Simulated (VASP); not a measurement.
Input of a VASP 6.6.1 run:

INCAR

```
SYSTEM = NbPdSe3
PREC = Accurate
ENCUT = 600
EDIFF = 1E-6
ISMEAR = 0
SIGMA = 0.1
LREAL = .False.
LASPH = .True.
NELM = 60
ALGO = Normal
ISIF = 3
LWAVE = .False.
LCHARG = .False.
GGA = PE
IBRION = 2
NSW = 100
EDIFFG = -0.01
```

KPOINTS

```
regular mesh
0
Gamma
  8 8 8
  0 0 0
```

The input POSCAR:

```
NbPdSe3
1.0
    4.8246388048      0.0000000000      0.0000000000
    0.0000000000      4.8246388048      0.0000000000
    0.0000000000      0.0000000000      4.8246388048
Nb Pd Se
1 1 3
Direct
    0.0000000000      0.0000000000      0.0000000000
    0.5000000000      0.5000000000      0.5000000000
    0.0000000000      0.5000000000      0.5000000000
    0.5000000000      0.0000000000      0.5000000000
    0.5000000000      0.5000000000      0.0000000000
```

Potentials or basis: VASP PAW PBE potentials, release 64 (Nb_sv, Pd, Se).

Launch:

```console
$ cat potpaw_PBE.64/Nb_sv/POTCAR potpaw_PBE.64/Pd/POTCAR potpaw_PBE.64/Se/POTCAR > POTCAR
$ mpirun -np 1 vasp_std > vasp.out
```

Estimate the relaxed cell.

a = 4.831 Å, b = 4.831 Å, c = 4.831 Å, α = 90.00°, β = 90.00°, γ = 90.00°.

Estimate the relaxed volume.

22.54 Å³/atom.

What does it give for the space group after relaxing (to 0.1 Å)?

Pm-3m (No. 221).

The path:
```csv
step,energy change (eV),largest force (eV/Å),pressure (GPa),volume (Å³)
1,0.0000,0.0000,0.31,112.30
2,-0.0002,0.0000,-0.21,113.01
3,-0.0004,0.0000,0.00,112.72
```

Caveat: the highest band is partly filled, so the run has too few bands.
